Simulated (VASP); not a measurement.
# TaTiF4 (F-43m) in VASP: single point with PBE

Aim: the single point of TaTiF4 with PBE.

Program: VASP 6.6.1. These are calculated values, not measurements. Logs are shortened: lines on timing, memory, paths and dates and some standing lists are left out, and cuts for length are marked.

### 1 The cell of the first run

It takes space group F-43m (No. 216, cubic). The conventional cell has a = 6.420 Å, b = 6.420 Å, c = 6.420 Å, α = 90.00°, β = 90.00°, γ = 90.00°. Within 3.5 Å of Ti (site symmetry -43m) lie 12 F at 2.66 Å and 4 Ta at 2.78 Å. Ta (site symmetry -43m) has 12 F at 2.66 Å and 4 Ti at 2.78 Å within 3.5 Å. F (site symmetry 3m) has 6 F at 2.27 Å and 3 Ta at 2.66 Å and 3 Ti at 2.66 Å within 3.0 Å.

### 2 Single point, PBE, collinear spin, ferromagnetic start

File INCAR:

```
SYSTEM = TaTiF4
  ALGO = Normal
  EDIFF = 1E-6
  ENCUT = 520
  GGA = PE
  ISIF = 2
  ISMEAR = 0
  ISPIN = 2
  LASPH = .TRUE.
  LCHARG = .FALSE.
  LMAXMIX = 4
  LORBIT = 11
  LREAL = .FALSE.
  LWAVE = .FALSE.
  MAGMOM = 0.45 0.31 0 0 0 0
  NBANDS = 38
  NELM = 150
  PREC = Accurate
  SIGMA = 0.1
```

File KPOINTS:

```
k-points
0
G
  10 10 10
  0 0 0
```

File POSCAR:

```
TaTiF4
1.0
    0.0000000000      3.2101838390      3.2101838390
    3.2101838390      0.0000000000      3.2101838390
    3.2101838390      3.2101838390      0.0000000000
Ti Ta F
1 1 4
Direct
    0.5000000000      0.5000000000      0.5000000000
    0.2500000000      0.2500000000      0.2500000000
    0.8751427727      0.8751427727      0.3745716819
    0.8751427727      0.3745716819      0.8751427727
    0.3745716819      0.8751427727      0.8751427727
    0.8751427727      0.8751427727      0.8751427727
```

Potentials or basis: VASP PAW PBE potentials, release 64 (Ti_sv, Ta_pv, F).

Launch:

```bash
$ cat potpaw_PBE.64/Ti_sv/POTCAR potpaw_PBE.64/Ta_pv/POTCAR potpaw_PBE.64/F/POTCAR > POTCAR
$ mpirun -np 1 vasp_std > vasp.out
```

OUTCAR:

```text
SYSTEM = TaTiF4
   EDIFF = 1E-6
   ENCUT = 520
   GGA = PE
   ISIF = 2
   ISMEAR = 0
   ISPIN = 2
   LASPH = .TRUE.
   LORBIT = 11
   LREAL = .FALSE.
   NELM = 150
   PREC = Accurate

 ion  position               nearest neighbor table
   1  0.500  0.500  0.500-   2 2.78   2 2.78   2 2.78   2 2.78
   2  0.250  0.250  0.250-   4 2.66   5 2.66   3 2.66   6 2.66   6 2.66   6 2.66   4 2.66   5 2.66
                             3 2.66   3 2.66   5 2.66   4 2.66   1 2.78   1 2.78   1 2.78   1 2.78
   3  0.875  0.875  0.375-   2 2.66   2 2.66   2 2.66
   4  0.875  0.375  0.875-   2 2.66   2 2.66   2 2.66
   5  0.375  0.875  0.875-   2 2.66   2 2.66   2 2.66
   6  0.875  0.875  0.875-   2 2.66   2 2.66   2 2.66

  LATTYP: Found a face centered cubic cell.
 ALAT       =     6.4203676780

  Lattice vectors:

 A1 = (   0.0000000000,   3.2101838390,   3.2101838390)
 A2 = (   3.2101838390,   0.0000000000,   3.2101838390)
 A3 = (   3.2101838390,   3.2101838390,   0.0000000000)

Analysis of symmetry for initial positions (statically):
=====================================================================
 Subroutine PRICEL returns:
 Original cell was already a primitive cell.

 Routine SETGRP: Setting up the symmetry group for a
 face centered cubic supercell.

 Subroutine GETGRP returns: Found 24 space group operations
 (whereof 24 operations were pure point group operations)
 out of a pool of 48 trial point group operations.

The static configuration has the point symmetry T_d .

Analysis of symmetry for dynamics (positions and initial velocities):
=====================================================================
 Subroutine PRICEL returns:
 Original cell was already a primitive cell.

 Routine SETGRP: Setting up the symmetry group for a
 face centered cubic supercell.

 Subroutine GETGRP returns: Found 24 space group operations
 (whereof 24 operations were pure point group operations)
 out of a pool of 48 trial point group operations.

The dynamic configuration has the point symmetry T_d .

Analysis of structural, dynamic, and magnetic symmetry:
=====================================================================
 Subroutine PRICEL returns:
 Original cell was already a primitive cell.

 Routine SETGRP: Setting up the symmetry group for a
 face centered cubic supercell.

 Subroutine GETGRP returns: Found 24 space group operations
 (whereof 24 operations were pure point group operations)
 out of a pool of 48 trial point group operations.

The overall configuration has the point symmetry T_d .

 Subroutine INISYM returns: Found 24 space group operations
 (whereof 24 operations are pure point group operations),
 and found     1 'primitive' translations

----------------------------------------------------------------------------------------

                                     Primitive cell

  volume of cell :      66.1637

  direct lattice vectors                    reciprocal lattice vectors
     0.000000000  3.210183839  3.210183839    -0.155754320  0.155754320  0.155754320
     3.210183839  0.000000000  3.210183839     0.155754320 -0.155754320  0.155754320
     3.210183839  3.210183839  0.000000000     0.155754320  0.155754320 -0.155754320

  length of vectors
     4.539885523  4.539885523  4.539885523     0.269774395  0.269774395  0.269774395

  position of ions in fractional coordinates (direct lattice)
     0.500000000  0.500000000  0.500000000
     0.250000000  0.250000000  0.250000000
     0.875142773  0.875142773  0.374571682
     0.875142773  0.374571682  0.875142773
     0.374571682  0.875142773  0.875142773
     0.875142773  0.875142773  0.875142773

  ion indices of the primitive-cell ions
   primitive index   ion index
                 1           1
                 2           2
                 3           3
                 4           4
                 5           5
                 6           6

----------------------------------------------------------------------------------------

 KPOINTS: k-points

Automatic generation of k-mesh.
 Grid dimensions read from file:
 generate k-points for:   10   10   10

 Generating k-lattice:

  Cartesian coordinates                     Fractional coordinates (reciprocal lattice)
    -0.015575432  0.015575432  0.015575432     0.100000000  0.000000000  0.000000000
[... 43 lines left out ...]
   total plane-waves  NPLWV =  46656
   dimension x,y,z NGX =    36 NGY =   36 NGZ =   36
   dimension x,y,z NGXF=    72 NGYF=   72 NGZF=   72
   ions per type =               1   1   4
   NGX,Y,Z   is equivalent  to a cutoff of  13.18, 13.18, 13.18 a.u.
   NGXF,Y,Z  is equivalent  to a cutoff of  26.37, 26.37, 26.37 a.u.
 SYSTEM =  TaTiF4
   PREC   = accura    normal or accurate (medium, high low for compatibility)
   ISTART =      0    job   : 0-new  1-cont  2-samecut
   ICHARG =      2    charge: 1-file 2-atom 10-const
   ISPIN  =      2    spin polarized calculation?
   LNONCOLLINEAR =      F non collinear calculations
   LSORBIT =      F    spin-orbit coupling
   LASPH  =      T    aspherical Exc in radial PAW
   ENCUT  =  520.0 eV  38.22 Ry    6.18 a.u.   8.44  8.44  8.44*2*pi/ulx,y,z
   NELM   =    150;   NELMIN=  2; NELMDL= -5     # of ELM steps
   EDIFF  = 0.1E-05   stopping-criterion for ELM
   LREAL  =      F    real-space projection
   EDIFFG = 0.1E-04   stopping-criterion for IOM
   NSW    =      0    number of steps for IOM
   IBRION =     -1    ionic relax: 0-MD 1-quasi-New 2-CG
   NFREE  =      0    steps in history (QN), initial steepest desc. (CG)
   ISIF   =      2    stress and relaxation
   ISYM   =      2    0-nonsym 1-usesym 2-fastsym
   POTIM  = 0.5000    time-step for ionic-motion
   TEBEG  =    0.0;   TEEND  =   0.0 temperature during run
   PSTRESS=    0.0 pullay stress
   NELECT =      51.0000    total number of electrons
   NUPDOWN=      -1.0000    fix difference up-down
   EMIN   =  10.00;   EMAX   =-10.00  energy-range for DOS
   EFERMI =   0.00;   METHOD = LEGACY
   ISMEAR =     0;   SIGMA  =   0.10  broadening in eV -4-tet -1-fermi 0-gaus
   EFERMI_NEDOS =   21; number of points for ismear=-14 and -15
   IALGO  =     38    algorithm
   IMIX   =      4    mixing-type and parameters
     AMIX     =   0.40;   BMIX     =  1.00
     AMIX_MAG =   1.60;   BMIX_MAG =  1.00
  volume/ion in A,a.u.               =      11.03        74.42
  Fermi-wavevector in a.u.,A,eV,Ry     =   1.501038  2.836550 30.655487  2.253115
  Thomas-Fermi vector in A             =   2.612460
   LORBIT       =     11    0 simple, 1 ext, 2 COOP (PROOUT), +10 PAW based schemes
   GGA     = PE    functional components
   LHFCALC =     F    Hartree Fock is set to
   AEXX    =    0.0000 exact exchange contribution
   IVDW    =     0    specifies the selected vdW correction
   LEPSILON=     F    determine dielectric tensor
   LRPA    =     F    only Hartree local field effects (RPA)
 spin polarized calculation
 Gauss-broadening in eV      SIGMA  =   0.10
  energy-cutoff  :      520.00
  volume of cell :       66.16
 maximum number of plane-waves:      1807
 NGX is ok and might be reduce to    36
   NGX = 17   NGY = 17   NGZ = 17

 number of electron      50.9999987 magnetization       1.0412610

 Free energy of the ion-electron system (eV)
  ---------------------------------------------------
  ext. energy  EPLUGINS =         0.00000000
  ---------------------------------------------------
  free energy    TOTEN  =       -31.36217427 eV

  energy without entropy =      -31.33555609  energy(sigma->0) =      -31.34886518

 E-fermi :   5.1767     XC(G=0): -11.7695

 val. band max:        5.1751908072   @ k =   0.2000   0.2000   0.0000
 cond. band min:       5.1792846607   @ k =  -0.1000   0.1000   0.0000
 fundamental gap:      0.0040938535
 Fermi energy:         5.1766971503

 spin component 1

 k-point     1 :       0.0000    0.0000    0.0000
  band No.  band energies     occupation
      1     -52.0545      1.00000
      2     -30.4396      1.00000
      3     -30.4396      1.00000
      4     -30.4396      1.00000
      5     -28.3266      1.00000
      6     -28.3266      1.00000
[... 949 lines left out ...]
     36      13.7344      0.00000
     37      13.9823      0.00000

 [... further k-points ...]

 spin component 2

 k-point     1 :       0.0000    0.0000    0.0000
  band No.  band energies     occupation
      1     -51.6770      1.00000
      2     -30.2397      1.00000
      3     -30.2397      1.00000
      4     -30.2397      1.00000
      5     -27.9499      1.00000
      6     -27.9499      1.00000
[... 949 lines left out ...]
     36      14.0031      0.00000
     37      14.2529      0.00000

 [... further k-points ...]

 [bands above 37 left out]

------------------------ aborting loop because EDIFF is reached ----------------------------------------

  FORCE on cell =-STRESS in cart. coord.  units (eV):
  Direction    XX          YY          ZZ          XY          YZ          ZX
  --------------------------------------------------------------------------------------
  -------------------------------------------------------------------------------------
  Total       -0.0786247     -0.0786247     -0.0786247      0.0000000      0.0000000      0.0000000
  in kB       -1.9039245     -1.9039245     -1.9039245      0.0000000      0.0000000      0.0000000
  external PRESSURE =      -1.9039245 kB  Pullay stress =       0.0000000 kB

 VOLUME and BASIS-vectors are now :
 -----------------------------------------------------------------------------
  energy-cutoff  :      520.00
  volume of cell :       66.16
      direct lattice vectors                 reciprocal lattice vectors
     0.000000000  3.210183839  3.210183839    -0.155754320  0.155754320  0.155754320
     3.210183839  0.000000000  3.210183839     0.155754320 -0.155754320  0.155754320
     3.210183839  3.210183839  0.000000000     0.155754320  0.155754320 -0.155754320

 POSITION                                       TOTAL-FORCE (eV/Angst)
 -----------------------------------------------------------------------------------
      3.21018      3.21018      3.21018        -0.000000     -0.000000      0.000000
      1.60509      1.60509      1.60509        -0.000000     -0.000000     -0.000000
      4.01181      4.01181      5.61874         0.001328      0.001328     -0.001328
      4.01181      5.61874      4.01181         0.001328     -0.001328      0.001328
      5.61874      4.01181      4.01181        -0.001328      0.001328      0.001328
      5.61874      5.61874      5.61874        -0.001328     -0.001328     -0.001328
 -----------------------------------------------------------------------------------
    total drift:                               -0.000001     -0.000001     -0.000000

  FREE ENERGIE OF THE ION-ELECTRON SYSTEM (eV)
  ---------------------------------------------------
  free  energy   TOTEN  =       -31.3621742730 eV

  energy  without entropy=      -31.3355560880  energy(sigma->0) =      -31.34886518

 total charge

# of ion       s       p       d       tot
------------------------------------------
    1        2.114   6.045   1.982  10.141
    2        0.226   6.037   2.229   8.492
    3        1.755   4.281   0.000   6.036
    4        1.755   4.281   0.000   6.036
    5        1.755   4.281   0.000   6.036
    6        1.755   4.281   0.000   6.036
--------------------------------------------------
tot          9.359  29.207   4.211  42.777

 magnetization (x)

# of ion       s       p       d       tot
------------------------------------------
    1        0.014   0.016   0.397   0.426
    2        0.021   0.014   0.302   0.337
    3        0.001   0.018   0.000   0.019
    4        0.001   0.018   0.000   0.019
    5        0.001   0.018   0.000   0.019
    6        0.001   0.018   0.000   0.019
--------------------------------------------------
tot          0.038   0.102   0.699   0.839
```

Wall time 3.2 min (1 thread of AMD EPYC 9R45 (Zen 5), shared host); peak memory 0.33 GiB.

Results:

| Quantity | Value |
| --- | --- |
| Free energy | -31.3622 eV |
| Pressure | -0.2 GPa |
| Net moment | 1.04 μB per cell |
| Site moments | Ti +0.43; Ta +0.34; F +0.02 μB |
| Valence electrons inside the program's atomic spheres | Ti 10.14; Ta 8.49; F 6.04 |

Forces on the atoms (eV/Å):
```
Ti   0.000  0.000  0.000
Ta   0.000  0.000  0.000
F    0.001  0.001 -0.001
F    0.001 -0.001  0.001
F   -0.001  0.001  0.001
F   -0.001 -0.001 -0.001
```

Levels at points of the mesh, in eV from the Fermi level:
Spin up:
```
           k point  band 23  band 24  band 25  band 26  band 27  band 28  band 29  band 30
(0.00, 0.00, 0.00)    -1.21    -1.21    -0.66    -0.66    -0.66     1.46     1.46     2.71
(0.50, 0.00, 0.00)    -1.38    -1.11    -0.09    -0.09     0.50     0.87     0.87     2.54
(0.50, 0.50, 0.00)    -1.50    -0.87    -0.87    -0.04     0.04     1.10     1.54     1.74
```
Spin down:
```tsv
k point	band 22	band 23	band 24	band 25	band 26	band 27	band 28	band 29
(0.00, 0.00, 0.00)	-1.18	-1.18	-1.18	-0.17	-0.17	-0.17	1.67	1.67
(0.50, 0.00, 0.00)	-1.35	-1.35	-0.64	0.36	0.36	0.89	1.08	1.08
(0.50, 0.50, 0.00)	-1.47	-1.47	-0.37	-0.37	0.29	0.34	1.43	1.84
```

Caveat: spin-orbit coupling is left out, which moves the levels of the heavy elements; semilocal functionals often make such compounds metallic where correlation or magnetic order opens a gap, which also shifts bond lengths.
